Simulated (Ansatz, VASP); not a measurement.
## One calculation of Tl, two programs

File INCAR:

```
SYSTEM = Tl
PREC = Accurate ; ENCUT = 520
EDIFF = 1E-7 ; ISMEAR = -1
SIGMA = 0.1 ; LREAL = .False.
LASPH = .True. ; NELM = 60
ALGO = Normal ; ISIF = 2
LWAVE = .False. ; LCHARG = .False.
GGA = PE ; NBANDS = 20
```

Contents of KPOINTS:

```
Automatic mesh
0
Gamma
  4 4 2
  0 0 0
```

POSCAR

```
Tl
1.0
    3.5902820628      0.0000000000      0.0000000000
   -1.7951410314      3.1092754731      0.0000000000
    0.0000000000      0.0000000000      5.6419406004
Tl
2
Direct
    0.3333333333      0.6666666667      0.2500000000
    0.6666666667      0.3333333333      0.7500000000
```

Input for Ansatz:

```yaml
crystal:
  lattice:
    - [3.5902820628, 0.0, 0.0]
    - [-1.7951410314, 3.1092754731, 0.0]
    - [0.0, 0.0, 5.6419406004]
  atoms:
    - { symbol: Tl, position: [0.3333333333, 0.6666666667, 0.25] }
    - { symbol: Tl, position: [0.6666666667, 0.3333333333, 0.75] }
hamiltonian:
  xc: pbe
  pseudopotentials:
    kind: paw
    azcp:
      Tl: "pseudopotentials/Tl.paw.azcp"
basis:
  ecutwfc: 420
  fft_grid_basis: typed
kpoints:
  mp_grid: { grid: [4, 4, 2], shift: [0, 0, 0] }
magnetization:
  spin_polarized: false
scf:
  occupations: { method: fermi_dirac, width: 0.1 }
  lower_state_search: "off"
output:
  stress: true
```

Alike in both runs: task single point; functional PBE; k mesh 4 × 4 × 2; occupations fermi-dirac, width 0.1 eV; no spin polarisation.

|  | VASP | Ansatz |
| --- | --- | --- |
| version | VASP 6.6.1 | Ansatz 0.2.0 |
| potentials or method | VASP PAW PBE potentials, release 64 (Tl_d), cutoff 520 eV | plane waves (420 eV) with PAW, scalar-relativistic |
| valence electrons in the cell | 26 | 26 |

|  | VASP | Ansatz | Ansatz less VASP |
| --- | --- | --- | --- |
| pressure (GPa) | 1.1 | 1.1 | +0.07 |
| traceless stress, the component that is largest in VASP (GPa) | -1.16 | -1.16 | +0.001 |

The k mesh is coarse, so the values compare programs but aren't converged. Spin-orbit coupling is off throughout.
